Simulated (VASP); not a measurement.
# CdF2 (I4/mmm) in VASP: further runs

The runs below take CdF2 through single point, with PBEsol.

Program: VASP 6.6.1. These are calculated values, not measurements. Logs are shortened: lines on timing, memory, paths and dates and some standing lists are left out, and cuts for length are marked.

### Step 1. The cell of the first run

It takes space group I4/mmm (No. 139, tetragonal). Conventional cell: a = 3.665 Å, b = 3.665 Å, c = 4.880 Å, α = 90.00°, β = 90.00°, γ = 90.00°. Within 2.9 Å of Cd (site symmetry 4/mmm) lie 8 F at 2.20 Å. Within 2.9 Å of F (site symmetry -4m2) lie 4 Cd at 2.20 Å and 6 F at 2.44 to 2.59 Å.

### Step 2. Single point, PBEsol (10.93 Å³/atom)

INCAR reads:

```
PREC     = Accurate       # precision mode
ENCUT    = 520            # plane-wave cutoff, eV
EDIFF    = 1E-6           # SCF threshold, eV
ISMEAR   = 0              # smearing method
SIGMA    = 0.05           # smearing width, eV
LREAL    = F              # projectors in reciprocal space
LASPH    = T              # aspherical terms in the spheres
NELM     = 80             # most SCF steps
ALGO     = Normal         # electronic algorithm
ISIF     = 2              # what is computed and relaxed
LWAVE    = F              # write WAVECAR
LCHARG   = F              # write CHGCAR
GGA      = PS             # functional
NBANDS   = 20             # bands
```

KPOINTS reads:

```
Automatic mesh
0
Gamma
  8 8 8
```

POSCAR reads:

```
CdF2
1.0
    0.0000000000      2.5915643781      2.4402170184
    2.5915643781      0.0000000000      2.4402170184
    2.5915643781      2.5915643781      0.0000000000
Cd F
1 2
Direct
    0.0000000000      0.0000000000      0.0000000000
    0.2500000000      0.2500000000      0.2500000000
    0.7500000000      0.7500000000      0.7500000000
```

Potentials or basis: VASP PAW PBE potentials, release 64 (Cd, F).

Started as:

```sh
$ cat potpaw_PBE.64/Cd/POTCAR potpaw_PBE.64/F/POTCAR > POTCAR
$ mpirun -np 1 vasp_std > vasp.out
```

OUTCAR:

```text
PREC = Accurate
   ENCUT = 520
   EDIFF = 1E-6
   ISMEAR = 0
   LREAL = F
   LASPH = T
   NELM = 80
   ISIF = 2
   GGA = PS

 ion  position               nearest neighbor table
   1  0.000  0.000  0.000-   3 2.20   3 2.20   2 2.20   2 2.20   3 2.20   2 2.20   3 2.20   2 2.20

   2  0.250  0.250  0.250-   1 2.20   1 2.20   1 2.20   1 2.20
   3  0.750  0.750  0.750-   1 2.20   1 2.20   1 2.20   1 2.20

  LATTYP: Found a body centered tetragonal cell.
 ALAT       =     3.6650254913
 C/A-ratio  =     1.3316234903

  Lattice vectors:

 A1 = (   0.0000000000,  -2.5915643781,  -2.4402170184)
 A2 = (   0.0000000000,   2.5915643781,  -2.4402170184)
 A3 = (   2.5915643781,   0.0000000000,   2.4402170184)

Analysis of symmetry for initial positions (statically):
=====================================================================
 Subroutine PRICEL returns:
 Original cell was already a primitive cell.

 Routine SETGRP: Setting up the symmetry group for a
 body centered tetragonal supercell.

 Subroutine GETGRP returns: Found 16 space group operations
 (whereof 16 operations were pure point group operations)
 out of a pool of 16 trial point group operations.

The static configuration has the point symmetry D_4h.

Analysis of symmetry for dynamics (positions and initial velocities):
=====================================================================
 Subroutine PRICEL returns:
 Original cell was already a primitive cell.

 Routine SETGRP: Setting up the symmetry group for a
 body centered tetragonal supercell.

 Subroutine GETGRP returns: Found 16 space group operations
 (whereof 16 operations were pure point group operations)
 out of a pool of 16 trial point group operations.

The dynamic configuration has the point symmetry D_4h.

 Subroutine INISYM returns: Found 16 space group operations
 (whereof 16 operations are pure point group operations),
 and found     1 'primitive' translations

----------------------------------------------------------------------------------------

                                     Primitive cell

  volume of cell :      32.7780

  direct lattice vectors                    reciprocal lattice vectors
     0.000000000  2.591564378  2.440217018    -0.192933660  0.192933660  0.204899809
[... 79 lines left out ...]
   PREC   = accura    normal or accurate (medium, high low for compatibility)
   ISTART =      0    job   : 0-new  1-cont  2-samecut
   ICHARG =      2    charge: 1-file 2-atom 10-const
   ISPIN  =      1    spin polarized calculation?
   LNONCOLLINEAR =      F non collinear calculations
   LSORBIT =      F    spin-orbit coupling
   LASPH  =      T    aspherical Exc in radial PAW
   ENCUT  =  520.0 eV  38.22 Ry    6.18 a.u.   6.62  6.62  6.81*2*pi/ulx,y,z
   NELM   =     80;   NELMIN=  2; NELMDL= -5     # of ELM steps
   EDIFF  = 0.1E-05   stopping-criterion for ELM
   LREAL  =      F    real-space projection
   EDIFFG = 0.1E-04   stopping-criterion for IOM
   NSW    =      0    number of steps for IOM
   IBRION =     -1    ionic relax: 0-MD 1-quasi-New 2-CG
   NFREE  =      0    steps in history (QN), initial steepest desc. (CG)
   ISIF   =      2    stress and relaxation
   ISYM   =      2    0-nonsym 1-usesym 2-fastsym
   POTIM  = 0.5000    time-step for ionic-motion
   TEBEG  =    0.0;   TEEND  =   0.0 temperature during run
   PSTRESS=    0.0 pullay stress
   NELECT =      26.0000    total number of electrons
   NUPDOWN=      -1.0000    fix difference up-down
   EMIN   =  10.00;   EMAX   =-10.00  energy-range for DOS
   EFERMI =   0.00;   METHOD = LEGACY
   ISMEAR =     0;   SIGMA  =   0.05  broadening in eV -4-tet -1-fermi 0-gaus
   EFERMI_NEDOS =   21; number of points for ismear=-14 and -15
   IALGO  =     38    algorithm
   IMIX   =      4    mixing-type and parameters
     AMIX     =   0.40;   BMIX     =  1.00
     AMIX_MAG =   1.60;   BMIX_MAG =  1.00
  volume/ion in A,a.u.               =      10.93        73.73
  Fermi-wavevector in a.u.,A,eV,Ry     =   1.515439  2.863764 31.246533  2.296555
  Thomas-Fermi vector in A             =   2.624963
   LORBIT       =      0    0 simple, 1 ext, 2 COOP (PROOUT), +10 PAW based schemes
   GGA     = PS    functional components
   LHFCALC =     F    Hartree Fock is set to
   AEXX    =    0.0000 exact exchange contribution
   IVDW    =     0    specifies the selected vdW correction
   LEPSILON=     F    determine dielectric tensor
   LRPA    =     F    only Hartree local field effects (RPA)
 non-spin polarized calculation
 Gauss-broadening in eV      SIGMA  =   0.05
  energy-cutoff  :      520.00
  volume of cell :       32.78
 maximum number of plane-waves:       917
 NGX is ok and might be reduce to    28
   NGX = 13   NGY = 13   NGZ = 13

 number of electron      25.9999985 magnetization

 Free energy of the ion-electron system (eV)
  ---------------------------------------------------
  ext. energy  EPLUGINS =         0.00000000
  ---------------------------------------------------
  free energy    TOTEN  =       -11.02115891 eV

  energy without entropy =      -11.02115891  energy(sigma->0) =      -11.02115891

 E-fermi :   0.4149     XC(G=0): -11.7298

 val. band max:        0.1634532986   @ k =  -0.2500   0.5000   0.2500
 cond. band min:       3.5860630077   @ k =   0.0000   0.0000   0.0000
 fundamental gap:      3.4226097092
 Fermi energy:         0.4149329473

 k-point     1 :       0.0000    0.0000    0.0000
  band No.  band energies     occupation
      1     -21.8113      2.00000
      2     -20.0381      2.00000
      3      -6.3940      2.00000
      4      -6.3797      2.00000
      5      -6.3797      2.00000
      6      -4.2586      2.00000
[... 541 lines left out ...]
     19      20.6831      0.00000
     20      22.4179      0.00000

 [... further k-points ...]
[... 5 lines left out ...]
  --------------------------------------------------------------------------------------
  -------------------------------------------------------------------------------------
  Total        5.8047565      5.8047565      7.3237203      0.0000000      0.0000000      0.0000000
  in kB      283.7344941    283.7344941    357.9809226      0.0000000      0.0000000      0.0000000
  external PRESSURE =     308.4833036 kB  Pullay stress =       0.0000000 kB

 VOLUME and BASIS-vectors are now :
 -----------------------------------------------------------------------------
  energy-cutoff  :      520.00
  volume of cell :       32.78
      direct lattice vectors                 reciprocal lattice vectors
     0.000000000  2.591564378  2.440217018    -0.192933660  0.192933660  0.204899809
     2.591564378  0.000000000  2.440217018     0.192933660 -0.192933660  0.204899809
     2.591564378  2.591564378  0.000000000     0.192933660  0.192933660 -0.204899809

 POSITION                                       TOTAL-FORCE (eV/Angst)
 -----------------------------------------------------------------------------------
      0.00000      0.00000      0.00000         0.000000      0.000000     -0.000000
      1.29578      1.29578      1.22011        -0.000000     -0.000000     -0.000000
      3.88735      3.88735      3.66033         0.000000      0.000000      0.000000
 -----------------------------------------------------------------------------------
    total drift:                                0.000000      0.000000      0.000000

  FREE ENERGIE OF THE ION-ELECTRON SYSTEM (eV)
  ---------------------------------------------------
  free  energy   TOTEN  =       -11.0211589071 eV

  energy  without entropy=      -11.0211589071  energy(sigma->0) =      -11.02115891
```

OSZICAR:

```text
N       E                     dE             d eps       ncg     rms          rms(c)
DAV:   1     0.202320925660E+03    0.20232E+03   -0.15943E+04  2480   0.136E+03
DAV:   2    -0.432642413300E+01   -0.20665E+03   -0.19912E+03  2552   0.358E+02
DAV:   3    -0.122929024373E+02   -0.79665E+01   -0.79461E+01  2684   0.771E+01
DAV:   4    -0.123261596785E+02   -0.33257E-01   -0.33255E-01  2564   0.500E+00
DAV:   5    -0.123262687983E+02   -0.10912E-03   -0.10912E-03  2684   0.260E-01    0.136E+01
DAV:   6    -0.110082123992E+02    0.13181E+01   -0.28253E+00  2996   0.309E+01    0.103E+01
DAV:   7    -0.110322914298E+02   -0.24079E-01   -0.65291E-01  2456   0.746E+00    0.588E+00
DAV:   8    -0.110264465161E+02    0.58449E-02   -0.85096E-02  2540   0.328E+00    0.529E-01
DAV:   9    -0.110206302627E+02    0.58163E-02   -0.20584E-02  2960   0.234E+00    0.805E-02
DAV:  10    -0.110211015383E+02   -0.47128E-03   -0.22794E-03  2452   0.421E-01    0.815E-02
DAV:  11    -0.110211533700E+02   -0.51832E-04   -0.69063E-05  2572   0.800E-02    0.272E-02
DAV:  12    -0.110211577884E+02   -0.44185E-05   -0.87350E-06  2640   0.428E-02    0.111E-02
DAV:  13    -0.110211593719E+02   -0.15835E-05   -0.86412E-06  2480   0.314E-02    0.113E-02
DAV:  14    -0.110211589071E+02    0.46485E-06   -0.16037E-06  1920   0.202E-02
   1 F= -.11021159E+02 E0= -.11021159E+02  d E =-.267288E-14
```

stdout:

```text
POSCAR found type information on POSCAR CdF
 POSCAR found :  2 types and       3 ions
 scaLAPACK will be used
 -----------------------------------------------------------------------------
|                                                                             |
|                                                                             |
|     You enforced a specific xc type in the INCAR file but a different       |
|     I HOPE YOU KNOW WHAT YOU ARE DOING!                                     |
|                                                                             |
 -----------------------------------------------------------------------------

 LDA part: xc-table for (Slater+PW92), standard interpolation
 POSCAR, INCAR and KPOINTS ok, starting setup
 FFT: planning ... GRIDC
 FFT: planning ... GRID_SOFT
 FFT: planning ... GRID
 WAVECAR not read
 entering main loop
```

It took 33 s on 1 thread of Intel Xeon Platinum 8259CL at 2.50GHz (Skylake/Cascade Lake), shared host; peak memory 0.18 GiB.

Results:

```
Free energy            : -11.0212 eV
Pressure               : 30.8 GPa
Band gap on the k mesh : 3.42 eV (least direct gap 3.62 eV)
```

Levels at points of the mesh, in eV from the valence-band top:
```tsv
k point	band 11	band 12	band 13	band 14	band 15	band 16
(0.00, 0.00, 0.00)	-0.43	-0.20	-0.20	3.42	13.14	13.21
(0.50, 0.00, 0.00)	-2.63	-0.29	-0.28	8.34	9.32	15.52
(0.50, 0.50, 0.00)	-0.66	-0.20	-0.20	9.00	10.28	12.10
(0.50, 0.00, 0.50)	-1.11	-0.20	-0.04	9.31	10.40	11.87
```

Caveat: the stress differs along the axes, from 28 to 36 GPa; the PAW data sets were made with another functional, which shifts forces and pressure a little.

### Step 3. Single point, PBEsol (11.45 Å³/atom)

This run uses another cell than the first one, of 11.45 Å³/atom.

INCAR reads:

```
PREC = Accurate ; ENCUT = 520
EDIFF = 1E-6 ; ISMEAR = 0
SIGMA = 0.05 ; LREAL = False
LASPH = True ; NELM = 80
ALGO = Normal ; ISIF = 2
LWAVE = False ; LCHARG = False
GGA = PS ; NBANDS = 20
```

KPOINTS is that of step 2.

POSCAR reads:

```
CdF2
1.0
    0.0000000000      2.5117246532      2.7214536618
    2.5117246532      0.0000000000      2.7214536618
    2.5117246532      2.5117246532      0.0000000000
Cd F
1 2
Direct
    0.0000000000      0.0000000000      0.0000000000
    0.2500000000      0.2500000000      0.2500000000
    0.7500000000      0.7500000000      0.7500000000
```

Potentials or basis: VASP PAW PBE potentials, release 64 (Cd, F).

Started as:

```sh
$ cat potpaw_PBE.64/Cd/POTCAR potpaw_PBE.64/F/POTCAR > POTCAR
$ mpirun -np 1 vasp_std > vasp.out
```

Wall time 34 s (1 thread of Intel Xeon Platinum 8259CL at 2.50GHz (Skylake/Cascade Lake), shared host); peak memory 0.18 GiB.

Results (log left out):

| Item | Value |
| --- | --- |
| Free energy | -11.2516 eV |
| Pressure | 20.3 GPa |
| Band gap on the k mesh | 3.21 eV (least direct gap 3.43 eV) |

Stress tensor (GPa, compression positive):
```
23.34  0.00  0.00
 0.00 23.34  0.00
 0.00  0.00 14.24
```

Levels at points of the mesh, in eV from the valence-band top:
| k point | band 9 | band 10 | band 11 | band 12 | band 13 | band 14 | band 15 | band 16 | band 17 | band 18 |
| --- | --- | --- | --- | --- | --- | --- | --- | --- | --- | --- |
| (0.00, 0.00, 0.00) | -1.15 | -1.15 | -0.47 | -0.47 | -0.22 | 3.21 | 12.96 | 12.96 | 13.12 | 18.48 |
| (0.50, 0.00, 0.00) | -3.04 | -2.57 | -2.37 | -0.37 | -0.35 | 7.93 | 9.14 | 15.10 | 15.75 | 18.37 |
| (0.50, 0.50, 0.00) | -3.74 | -3.49 | -1.17 | -0.09 | -0.09 | 8.83 | 10.32 | 11.89 | 15.44 | 15.44 |
| (0.50, 0.00, 0.50) | -3.75 | -3.19 | -0.64 | -0.26 | -0.07 | 8.75 | 9.93 | 11.89 | 14.49 | 15.62 |

Caveat: the stress differs along the axes, from 14 to 23 GPa; the PAW data sets were made with another functional, which shifts forces and pressure a little. A k mesh can miss the band edges.

[end of part 1 of 2]
